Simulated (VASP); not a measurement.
## BiTe: single point with PBE

BiTe:

```
Bi Te
1.0
     2.49539    1.44071    3.26753
    -2.49539    1.44071    3.26753
     0.00000   -2.88143    3.26753
Bi Te
1 1
Direct
  0.50000 0.50000 0.50000
  0.00000 0.00000 0.00000
```

This cell differs from its parent crystal: strain +0.030 along x and y, -0.015 along z.

```
Program                : VASP 6.6.1
Task                   : single point
Functional             : PBE
Potentials or basis    : VASP PAW PBE potentials, release 64 (Bi_d, Te)
Cutoff                 : 520 eV
k mesh                 : 12 × 12 × 12
Occupations            : gaussian, width 0.15 eV
Spin                   : no spin polarisation
Dipole correction      : no
Further INCAR settings : ALGO = Normal; EDIFF = 1e-06; NBANDS = 18
```

The pressure is -2.4 GPa.

Stress tensor (GPa, compression positive):
```
-2.93  0.00  0.00
 0.00 -2.93  0.00
 0.00  0.00 -1.30
```

Levels at points of the mesh, in eV from the Fermi level:
```csv
k point,band 8,band 9,band 10,band 11,band 12,band 13
"(0.00, 0.00, 0.00)",-2.79,-2.79,-1.35,1.77,2.54,2.54
"(0.50, 0.00, 0.00)",-1.77,-1.69,-0.95,-0.86,-0.47,0.52
"(0.50, 0.50, 0.00)",-5.24,-4.30,-2.88,2.70,2.73,3.35
"(0.50, 0.50, 0.50)",-2.28,-2.28,-2.26,-1.60,-1.26,-1.26
```

Run time: 80 s on 1 thread of AMD EPYC 9R45 96-Core Processor (Zen 5) (shared host), peak memory 0.33 GiB.

Caveat: the cell differs from its parent crystal (strain +0.030 along x and y, -0.015 along z); spin-orbit coupling is left out, which moves the levels of the heavy elements.
